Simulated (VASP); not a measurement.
# Si (P6_3/mmc) in VASP: single point with HSE06

Aim: the single point of Si with HSE06.

All numbers are computed with VASP 6.6.1; they aren't measurements. Logs are shortened: lines on timing, memory, paths and dates and some standing lists are left out, and cuts for length are marked.

## 1. The cell of the first run

The structure is hexagonal, space group P6_3/mmc (No. 194). The conventional cell has a = 3.832 Å, b = 3.832 Å, c = 6.341 Å, α = 90.00°, β = 90.00°, γ = 120.00°. Within 3.1 Å of Si (site symmetry 3m) lie 4 Si at 2.35 to 2.37 Å.

This isn't the form of Si at room conditions, which is diamond.

## 2. Single point, HSE06

Input file POSCAR:

```
Si
1.0
    3.8321168108      0.0000000000      0.0000000000
   -1.9160584054      3.3187105084      0.0000000000
    0.0000000000      0.0000000000      6.3412386841
Si
4
Direct
    0.3333333333      0.6666666667      0.0630612447
    0.6666666667      0.3333333333      0.5630612447
    0.3333333333      0.6666666667      0.4369387553
    0.6666666667      0.3333333333      0.9369387553
```

Input file INCAR.step1:

```
ALGO = Normal
EDIFF = 1E-5
ENCUT = 520
GGA = PE
ISIF = 2
ISMEAR = 1
LASPH = True
LREAL = False
LWAVE = True
NBANDS = 16
NELM = 80
PREC = Accurate
SIGMA = 0.001
```

Input file INCAR.step2:

```
ALGO = Normal
EDIFF = 1E-6
ENCUT = 520
GGA = PE
HFSCREEN = 0.2079
ISIF = 2
ISMEAR = 1
ISTART = 1
LASPH = True
LCHARG = True
LELF = True
LHFCALC = True
LREAL = False
LVHAR = True
LWAVE = False
NBANDS = 16
NELM = 80
PREC = Accurate
PRECFOCK = Normal
SIGMA = 0.001
```

Input file KPOINTS:

```
k-points
0
Gamma
  6 6 2
```

Potentials or basis: VASP PAW PBE potentials, release 64 (Si).

Launch:

```sh
$ cat potpaw_PBE.64/Si/POTCAR > POTCAR
$ cp INCAR.step1 INCAR
$ mpirun -np 1 vasp_std > vasp.out
$ cp INCAR.step2 INCAR
$ mpirun -np 1 vasp_std > vasp.out
```

OUTCAR:

```text
EDIFF = 1E-6
   ENCUT = 520
   GGA = PE
   HFSCREEN = 0.2079
   ISIF = 2
   ISMEAR = 1
   ISTART = 1
   LASPH = True
   LHFCALC = True
   LREAL = False
   NELM = 80
   PREC = Accurate
   PRECFOCK = Normal

 ion  position               nearest neighbor table
   1  0.333  0.667  0.063-   4 2.35   4 2.35   4 2.35   3 2.37
   2  0.667  0.333  0.563-   3 2.35   3 2.35   3 2.35   4 2.37
   3  0.333  0.667  0.437-   2 2.35   2 2.35   2 2.35   1 2.37
   4  0.667  0.333  0.937-   1 2.35   1 2.35   1 2.35   2 2.37

  LATTYP: Found a hexagonal cell.
 ALAT       =     3.8321168108
 C/A-ratio  =     1.6547613231

  Lattice vectors:

 A1 = (   3.8321168108,   0.0000000000,   0.0000000000)
 A2 = (  -1.9160584054,   3.3187105084,   0.0000000000)
 A3 = (   0.0000000000,   0.0000000000,   6.3412386841)

Analysis of symmetry for initial positions (statically):
=====================================================================
 Subroutine PRICEL returns:
 Original cell was already a primitive cell.

 Routine SETGRP: Setting up the symmetry group for a
 hexagonal supercell.

 Subroutine GETGRP returns: Found 24 space group operations
 (whereof 12 operations were pure point group operations)
 out of a pool of 24 trial point group operations.

The static configuration has the point symmetry D_3d.
 The point group associated with its full space group is D_6h.

Analysis of symmetry for dynamics (positions and initial velocities):
=====================================================================
 Subroutine PRICEL returns:
 Original cell was already a primitive cell.

 Routine SETGRP: Setting up the symmetry group for a
 hexagonal supercell.

 Subroutine GETGRP returns: Found 24 space group operations
 (whereof 12 operations were pure point group operations)
 out of a pool of 24 trial point group operations.

The dynamic configuration has the point symmetry D_3d.
 The point group associated with its full space group is D_6h.

 Subroutine INISYM returns: Found 24 space group operations
 (whereof 12 operations are pure point group operations),
 and found     1 'primitive' translations

----------------------------------------------------------------------------------------

                                     Primitive cell

  volume of cell :      80.6459

  direct lattice vectors                    reciprocal lattice vectors
     3.832116811  0.000000000  0.000000000     0.260952379  0.150660927  0.000000000
    -1.916058405  3.318710508  0.000000000     0.000000000  0.301321853  0.000000000
     0.000000000  0.000000000  6.341238684     0.000000000  0.000000000  0.157697896

  length of vectors
     3.832116811  3.832116811  6.341238684     0.301321853  0.301321853  0.157697896

  position of ions in fractional coordinates (direct lattice)
     0.333333333  0.666666667  0.063061245
     0.666666667  0.333333333  0.563061245
     0.333333333  0.666666667  0.436938755
     0.666666667  0.333333333  0.936938755

  ion indices of the primitive-cell ions
   primitive index   ion index
                 1           1
                 2           2
                 3           3
                 4           4

----------------------------------------------------------------------------------------

 KPOINTS: k-points

Automatic generation of k-mesh.
 Grid dimensions read from file:
 generate k-points for:    6    6    2

 Generating k-lattice:

  Cartesian coordinates                     Fractional coordinates (reciprocal lattice)
     0.043492063  0.025110154  0.000000000     0.166666667  0.000000000  0.000000000
     0.000000000  0.050220309  0.000000000     0.000000000  0.166666667  0.000000000
     0.000000000  0.000000000  0.078848948     0.000000000  0.000000000  0.500000000

  Length of vectors
     0.050220309  0.050220309  0.078848948

  Shift w.r.t. Gamma in fractional coordinates (k-lattice)
     0.000000000  0.000000000  0.000000000

 Subroutine IBZKPT returns following result:
 ===========================================

 Found     14 irreducible k-points:

 Following reciprocal coordinates:
            Coordinates               Weight
  0.000000  0.000000  0.000000      1.000000
  0.166667  0.000000  0.000000      6.000000
  0.333333  0.000000  0.000000      6.000000
  0.500000  0.000000  0.000000      3.000000
  0.166667  0.166667  0.000000      6.000000
  0.333333  0.166667  0.000000     12.000000
  0.333333  0.333333  0.000000      2.000000
  0.000000  0.000000  0.500000      1.000000
  0.166667  0.000000  0.500000      6.000000
  0.333333  0.000000  0.500000      6.000000
  0.500000  0.000000  0.500000      3.000000
  0.166667  0.166667  0.500000      6.000000
  0.333333  0.166667  0.500000     12.000000
  0.333333  0.333333  0.500000      2.000000
   k-points           NKPTS =     14   k-points in BZ     NKDIM =     72   number of bands    NBANDS=     16
   number of dos      NEDOS =    301   number of ions     NIONS =      4
   total plane-waves  NPLWV =  43200
   dimension x,y,z NGX =    30 NGY =   30 NGZ =   48
   dimension x,y,z NGXF=    60 NGYF=   60 NGZF=   96
   ions per type =               4
   NGX,Y,Z   is equivalent  to a cutoff of  13.01, 13.01, 12.58 a.u.
   NGXF,Y,Z  is equivalent  to a cutoff of  26.03, 26.03, 25.17 a.u.
 SYSTEM =  unknown system
   PREC   = accura    normal or accurate (medium, high low for compatibility)
   ISTART =      1    job   : 0-new  1-cont  2-samecut
   ICHARG =      0    charge: 1-file 2-atom 10-const
   ISPIN  =      1    spin polarized calculation?
   LNONCOLLINEAR =      F non collinear calculations
   LSORBIT =      F    spin-orbit coupling
   LASPH  =      T    aspherical Exc in radial PAW
   ENCUT  =  520.0 eV  38.22 Ry    6.18 a.u.   7.13  7.13 11.79*2*pi/ulx,y,z
   NELM   =     80;   NELMIN=  2; NELMDL=  0     # of ELM steps
   EDIFF  = 0.1E-05   stopping-criterion for ELM
   LREAL  =      F    real-space projection
   EDIFFG = 0.1E-04   stopping-criterion for IOM
   NSW    =      0    number of steps for IOM
   IBRION =     -1    ionic relax: 0-MD 1-quasi-New 2-CG
   NFREE  =      0    steps in history (QN), initial steepest desc. (CG)
   ISIF   =      2    stress and relaxation
   ISYM   =      3    0-nonsym 1-usesym 2-fastsym
   POTIM  = 0.5000    time-step for ionic-motion
   TEBEG  =    0.0;   TEEND  =   0.0 temperature during run
   PSTRESS=    0.0 pullay stress
   NELECT =      16.0000    total number of electrons
   NUPDOWN=      -1.0000    fix difference up-down
   EMIN   =  10.00;   EMAX   =-10.00  energy-range for DOS
   EFERMI =   0.00;   METHOD = LEGACY
   ISMEAR =     1;   SIGMA  =   0.00  broadening in eV -4-tet -1-fermi 0-gaus
   EFERMI_NEDOS =   21; number of points for ismear=-14 and -15
   IALGO  =     38    algorithm
   IMIX   =      1    mixing-type and parameters
     AMIX     =   0.40;   BMIX     =  1.00
     AMIX_MAG =   1.60;   BMIX_MAG =  1.00
  volume/ion in A,a.u.               =      20.16       136.06
  Fermi-wavevector in a.u.,A,eV,Ry     =   0.954818  1.804345 12.404133  0.911678
  Thomas-Fermi vector in A             =   2.083600
   LORBIT       =      0    0 simple, 1 ext, 2 COOP (PROOUT), +10 PAW based schemes
   GGA     = PE    functional components
   LHFCALC =     T    Hartree Fock is set to
   PRECFOCK=normal    Normal, Fast or Accurate (Low or Medium for compatibility)
   ENCUT4O =  -1.0   cutoff for four orbital integrals eV
   NKREDX  =     1    reduce k-point grid by
   NKREDY  =     1    reduce k-point grid by
   NKREDZ  =     1    reduce k-point grid by
   AEXX    =    0.2500 exact exchange contribution
   HFSCREEN=    0.2079 screening length (either q_TF or 0.3 A-1)
   HFSCREENC=   0.2079 screening length for correlation (either q_TF or 0.3 A-1)
   ENCUTFOCK=  -1.0 apply spherical cutoff to Coloumb kernel
   IVDW    =     0    specifies the selected vdW correction
   LEPSILON=     F    determine dielectric tensor
   LRPA    =     F    only Hartree local field effects (RPA)
 non-spin polarized calculation
 Methfessel and Paxton  Order N= 1 SIGMA  =   0.00
  energy-cutoff  :      520.00
  volume of cell :       80.65
 maximum number of plane-waves:      2208
 NGX is ok and might be reduce to    30
  NGX = 24; NGY = 24; NGZ = 36

 number of electron      16.0000000 magnetization

 Free energy of the ion-electron system (eV)
  ---------------------------------------------------
  ext. energy  EPLUGINS =         0.00000000
  ---------------------------------------------------
  free energy    TOTEN  =       -25.05411680 eV

  energy without entropy =      -25.05411680  energy(sigma->0) =      -25.05411680

 E-fermi :   5.7114     XC(G=0):  -7.8226

 val. band max:        5.6842850055   @ k =   0.0000   0.0000   0.0000
 cond. band min:       6.6705084383   @ k =   0.5000   0.0000   0.0000
 fundamental gap:      0.9862234327
 Fermi energy:         5.7113665636

 k-point     1 :       0.0000    0.0000    0.0000
  band No.  band energies     occupation
      1      -7.8488      2.00000
      2      -5.3206      2.00000
      3      -2.2936      2.00000
      4       4.0268      2.00000
      5       4.0268      2.00000
      6       5.3078      2.00000
[... 8 lines left out ...]
     15      10.7260      0.00000
     16      12.5161      0.00000

 k-point     2 :       0.1667    0.0000    0.0000
  band No.  band energies     occupation
      1      -7.4925      2.00000
      2      -4.9539      2.00000
      3      -2.1297      2.00000
      4       2.0236      2.00000
      5       3.4410      2.00000
      6       3.7050      2.00000
[... 8 lines left out ...]
     15      11.9391      0.00000
     16      12.3751      0.00000

 k-point     3 :       0.3333    0.0000    0.0000
  band No.  band energies     occupation
      1      -6.4739      2.00000
      2      -3.8956      2.00000
      3      -2.4469      2.00000
      4       0.3304      2.00000
      5       0.8634      2.00000
      6       2.6456      2.00000
[... 8 lines left out ...]
     15      13.6738      0.00000
     16      13.7980      0.00000
[... 172 lines left out ...]
 k-point    13 :       0.3333    0.1667    0.5000
  band No.  band energies     occupation
      1      -4.7630      2.00000
      2      -4.7630      2.00000
      3      -1.8854      2.00000
      4      -1.8854      2.00000
      5       1.7878      2.00000
      6       1.7878      2.00000
[... 8 lines left out ...]
     15      13.4831      0.00000
     16      13.4831      0.00000

 k-point    14 :       0.3333    0.3333    0.5000
  band No.  band energies     occupation
      1      -4.0205      2.00000
      2      -4.0205      2.00000
      3      -2.5203      2.00000
      4      -2.5203      2.00000
      5       0.8099      2.00000
      6       0.8099      2.00000
[... 8 lines left out ...]
     15      12.8730      0.00000
     16      12.8730      0.00000

------------------------ aborting loop because EDIFF is reached ----------------------------------------

  FORCE on cell =-STRESS in cart. coord.  units (eV):
  Direction    XX          YY          ZZ          XY          YZ          ZX
  --------------------------------------------------------------------------------------
  -------------------------------------------------------------------------------------
  Total       -0.1996625     -0.1996625     -0.4034867      0.0000000      0.0000000      0.0000000
  in kB       -3.9666589     -3.9666589     -8.0159981      0.0000000      0.0000000      0.0000000
  external PRESSURE =      -5.3164387 kB  Pullay stress =       0.0000000 kB

 VOLUME and BASIS-vectors are now :
 -----------------------------------------------------------------------------
  energy-cutoff  :      520.00
  volume of cell :       80.65
      direct lattice vectors                 reciprocal lattice vectors
     3.832116811  0.000000000  0.000000000     0.260952379  0.150660927  0.000000000
    -1.916058405  3.318710508  0.000000000     0.000000000  0.301321853  0.000000000
     0.000000000  0.000000000  6.341238684     0.000000000  0.000000000  0.157697896

 POSITION                                       TOTAL-FORCE (eV/Angst)
 -----------------------------------------------------------------------------------
     -0.00000      2.21247      0.39989         0.000000      0.000000     -0.047687
      1.91606      1.10624      3.57051         0.000000     -0.000000     -0.047687
     -0.00000      2.21247      2.77073        -0.000000      0.000000      0.047687
      1.91606      1.10624      5.94135        -0.000000     -0.000000      0.047687
 -----------------------------------------------------------------------------------
    total drift:                                0.000000      0.000000      0.000000

  FREE ENERGIE OF THE ION-ELECTRON SYSTEM (eV)
  ---------------------------------------------------
  free  energy   TOTEN  =       -25.0541167962 eV

  energy  without entropy=      -25.0541167962  energy(sigma->0) =      -25.05411680
```

Wall time 7.8 min (1 thread of Intel Xeon 6975P-C (Granite Rapids), shared host); peak memory 0.3 GiB.

What came out:

| Quantity | Value |
| --- | --- |
| Free energy | -25.0541 eV |
| Pressure | -0.5 GPa |
| Largest force | 0.048 eV/Å |
| Band gap on the k mesh | 0.99 eV (least direct gap 1.70 eV) |

Forces in eV/Å, atoms in the order of the input:
```
Si   0.000  0.000 -0.048
Si   0.000  0.000 -0.048
Si   0.000  0.000  0.048
Si   0.000  0.000  0.048
```

Levels at points of the mesh, in eV from the valence-band top:
```
           k point  band 4  band 5  band 6  band 7  band 8  band 9  band 10  band 11  band 12  band 13
(0.00, 0.00, 0.00)   -1.66   -1.66   -0.38    0.00    0.00    1.70     2.72     2.72     3.09     4.45
(0.50, 0.00, 0.00)   -6.60   -5.10   -3.34   -3.19   -1.58    0.99     3.08     3.64     3.89     5.35
(0.00, 0.00, 0.50)   -4.62   -1.00   -1.00   -1.00   -1.00    2.53     2.53     3.76     3.76     3.76
(0.50, 0.00, 0.50)   -8.02   -2.67   -2.67   -2.64   -2.64    1.52     1.52     2.30     2.30     6.59
```

Caveat: the k points lie up to 0.50 Å⁻¹ apart; the PAW data sets were made with another functional, which shifts forces and pressure a little. A k mesh can miss the band edges.
